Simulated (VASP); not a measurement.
A run of VASP 6.6.1:

File POSCAR:

```
GaSb
1.0
    0.0000000000      3.0349082098      3.0349082098
    3.0349082098      0.0000000000      3.0349082098
    3.0349082098      3.0349082098      0.0000000000
Ga Sb
1 1
Direct
    0.0000000000      0.0000000000      0.0000000000
    0.2500000000      0.2500000000      0.2500000000
```

Contents of INCAR.step1:

```
SYSTEM = GaSb
  ALGO = Normal
  EDIFF = 1E-4
  ENCUT = 520
  GGA = PE
  ISMEAR = -1
  LASPH = .TRUE.
  LCHARG = .FALSE.
  LREAL = .FALSE.
  LWAVE = .TRUE.
  NBANDS = 16
  NELM = 100
  PREC = Accurate
  SIGMA = 0.02
```

Contents of INCAR.step2:

```
SYSTEM = GaSb
  ALGO = Normal
  EDIFF = 1E-7
  ENCUT = 520
  ISIF = 2
  ISMEAR = -1
  ISTART = 1
  LASPH = .TRUE.
  LCHARG = .TRUE.
  LELF = .TRUE.
  LMIXTAU = .TRUE.
  LREAL = .FALSE.
  LVHAR = .TRUE.
  LWAVE = .FALSE.
  METAGGA = R2SCAN
  NBANDS = 16
  NELM = 100
  PREC = Accurate
  SIGMA = 0.02
```

File KPOINTS:

```
k-points
0
G
  6 6 6
  0 0 0
```

Potentials or basis: VASP PAW PBE potentials, release 64 (Ga_d, Sb).

Command:

```bash
$ cat potpaw_PBE.64/Ga_d/POTCAR potpaw_PBE.64/Sb/POTCAR > POTCAR
$ cp INCAR.step1 INCAR
$ mpirun -np 1 vasp_std > vasp.out
$ cp INCAR.step2 INCAR
$ mpirun -np 1 vasp_std > vasp.out
```

Hardware: 1 thread of AMD EPYC 9R45 96-Core Processor (Zen 5), with other jobs on the host.

Q: Estimate the wall time of this run.

A: Run time: 34 s on 1 thread of AMD EPYC 9R45 96-Core Processor (Zen 5), with other jobs on the host, peak memory 0.16 GiB. Counts: k points 16.
